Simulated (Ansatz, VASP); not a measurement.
# Two plane-wave programs on BN

```
CELL_PARAMETERS angstrom
0.00000 1.80442 1.80442
1.80442 0.00000 1.80442
1.80442 1.80442 0.00000
ATOMIC_POSITIONS crystal
B 0.00000 0.00000 0.00000
N 0.25000 0.25000 0.25000
```

Alike in both runs: functional r2SCAN; k mesh 12 × 12 × 12; occupations gaussian, width 0.02 eV; no spin polarisation.

Ansatz relaxed the structure, and its values are those at the end. VASP's run is a single point on that final structure, the one shown.

```csv
,VASP,Ansatz
version,VASP 6.6.1,Ansatz 0.2.0
potentials or method,"VASP PAW PBE potentials, release 64 (B, N), cutoff 520 eV","scalar-relativistic, plane waves, PAW"
valence electrons in the cell,8,8
```

VASP gave:

- gap on the k mesh at the Fermi level (eV): 4.98
- least direct gap on the mesh (eV): 9.55
- pressure (GPa): 1.4

What did Ansatz give for the same quantities?

gap on the k mesh at the Fermi level (eV): 4.99; least direct gap on the mesh (eV): 9.58; pressure (GPa): 0.0.

VASP's potentials were made for PBE, not for r2SCAN. The functional is the same, so the differences come from potentials, cutoffs and numerics.
